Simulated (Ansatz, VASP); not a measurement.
# W in VASP and in Ansatz

INCAR

```
SYSTEM = W
PREC     = Accurate       ! precision mode
ENCUT    = 600            ! plane-wave cutoff, eV
EDIFF    = 1E-6           ! SCF threshold, eV
ISMEAR   = 0              ! smearing method
SIGMA    = 0.3            ! smearing width, eV
LREAL    = .False.        ! projectors in reciprocal space
LASPH    = .True.         ! aspherical terms in the spheres
NELM     = 80             ! most SCF steps
ALGO     = Normal         ! electronic algorithm
ISIF     = 3              ! what is computed and relaxed
LWAVE    = .False.        ! write WAVECAR
LCHARG   = .False.        ! write CHGCAR
GGA      = PE             ! functional
IBRION   = 2              ! ionic algorithm
NSW      = 80             ! ionic steps
EDIFFG   = -0.005         ! ionic threshold
```

KPOINTS

```
regular mesh
0
Gamma
  24 24 24
  0 0 0
```

File POSCAR:

```
W
1.0
   -1.5900000000      1.5900000000      1.5900000000
    1.5900000000     -1.5900000000      1.5900000000
    1.5900000000      1.5900000000     -1.5900000000
W
1
Direct
    0.0000000000      0.0000000000      0.0000000000
```

Input for Ansatz:

```yaml
crystal:
  lattice:
    - [-1.59, 1.59, 1.59]
    - [1.59, -1.59, 1.59]
    - [1.59, 1.59, -1.59]
  atoms:
    - { symbol: W, position: [0.0, 0.0, 0.0] }
scf:
  occupations: { method: gaussian, width: 0.3 }
output:
  forces: true
  stress: true
  eigenvalues: true
hamiltonian:
  xc: pbe
kpoints:
  mp_grid: { grid: [24, 24, 24] }
relax:
  f_tol: 0.005
  max_steps: 60
  cell: { stress_tol: 0.02 }
```

Alike in both runs: task relaxation of cell and atoms; functional PBE; k mesh 24 × 24 × 24; occupations gaussian, width 0.3 eV; no spin polarisation.

|  | VASP | Ansatz |
| --- | --- | --- |
| version | VASP 6.6.1 | Ansatz 0.2.0 |
| potentials or method | VASP PAW PBE potentials, release 64 (W_sv) | scalar-relativistic, plane waves, PAW |
| plane-wave cutoff (eV) | 600 | 420 |
| valence electrons in the cell | 14 | 14 |

|  | VASP | Ansatz | Ansatz less VASP |
| --- | --- | --- | --- |
| gap on the k mesh at the Fermi level, each at its own relaxed structure (eV) | none | none | - |
| relaxed volume (Å³/atom) | 16.17 | 16.14 | -0.029 |
| relaxed cell length with the largest relative difference (Å) | 2.759 | 2.757 | -0.0016 |

A gap of «none» marks a metal or a gap that the smearing closes.

Neither program's run includes spin-orbit coupling.
